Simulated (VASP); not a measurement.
## Sc2Ta: single point with PBE

The system is Sc2Ta.

```
Sc Ta
1.0
     1.56725    0.90485    6.06817
    -1.56725    0.90485    6.06817
     0.00000   -1.80971    6.06817
Sc Ta
2 1
Direct
  0.74840 0.74840 0.74840
  0.58490 0.58490 0.58490
  0.00000 0.00000 0.00000
```

```json
{"Program": "VASP 6.6.1", "Task": "single point", "Functional": "PBE", "Potentials or basis": "VASP PAW PBE potentials, release 64 (Sc_sv, Ta_pv)", "Cutoff": "520 eV", "k mesh": "6 × 6 × 6", "Occupations": "gaussian, width 0.1 eV", "Spin": "no spin polarisation", "Dipole correction": "no", "Further INCAR settings": "ALGO = Normal; EDIFF = 1e-07; NBANDS = 24"}
```

The pressure is 59.8 GPa, the largest force is 8.380 eV/Å and the band gap on the k mesh is zero (an odd number of electrons rules out a gap without spin polarisation).

Forces on the atoms (eV/Å):
```
Sc   0.000  0.000  8.325
Sc   0.000  0.000 -8.380
Ta   0.000  0.000  0.055
```

Stress tensor (GPa, compression positive):
```
52.70  0.00  0.00
 0.00 52.70  0.00
 0.00  0.00 73.91
```

Levels at points of the mesh, in eV from the Fermi level:
```
           k point  band 14  band 15  band 16  band 17  band 18  band 19
(0.00, 0.00, 0.00)    -1.53    -1.48    -1.48    -0.98    -0.98    -0.49
(0.50, 0.00, 0.00)    -1.76    -0.21    -0.11    -0.11     1.68     2.19
(0.50, 0.50, 0.00)    -1.60    -0.26     0.00     0.73     0.93     2.01
(0.50, 0.50, 0.50)    -3.53    -1.51    -1.51    -0.95    -0.95     0.93
```

Run time: 2.3 min on 1 thread of Intel(R) Xeon(R) Platinum 8375C CPU @ 2.90GHz (Ice Lake), with other jobs on the host, peak memory 0.32 GiB.

Caveat: the k points lie up to 0.39 Å⁻¹ apart, too coarse for converged energies and pressures of a metal; spin-orbit coupling is left out, which moves the levels of the heavy elements; forces of over 1 eV/Å act on the atoms, so gaps and moduli don't describe the material at rest.
